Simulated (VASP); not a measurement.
A run of VASP 6.6.1:

File INCAR:

```
SYSTEM = WC
ALGO = Normal
EDIFF = 1E-6
EDIFFG = -0.005
ENCUT = 600
GGA = PE
IBRION = 2
ISIF = 3
ISMEAR = -1
LASPH = .True.
LCHARG = .False.
LREAL = .False.
LWAVE = .False.
NELM = 100
NSW = 60
PREC = Accurate
PSTRESS = 1500.0
SIGMA = 0.08
```

Contents of KPOINTS:

```
k-points
0
Gamma
  17 17 17
  0 0 0
```

Contents of POSCAR:

```
WC
1.0
    0.0000000000      2.0160768820      2.0160768820
    2.0160768820      0.0000000000      2.0160768820
    2.0160768820      2.0160768820      0.0000000000
W C
1 1
Direct
    0.0000000000      0.0000000000      0.0000000000
    0.5000000000      0.5000000000      0.5000000000
```

Potentials or basis: VASP PAW PBE potentials, release 64 (W_sv, C).

Launch:

```console
$ cat potpaw_PBE.64/W_sv/POTCAR potpaw_PBE.64/C/POTCAR > POTCAR
$ mpirun -np 1 vasp_std > vasp.out
```

Hardware: 1 thread of Intel(R) Xeon(R) 6975P-C (Granite Rapids), on a shared host.

Question: Estimate the wall time of this run.

Answer: Wall time 38 s on 1 thread of Intel(R) Xeon(R) 6975P-C (Granite Rapids), on a shared host, peak memory 0.18 GiB. Counts: scf iterations 30, k points 165, ion steps 4.
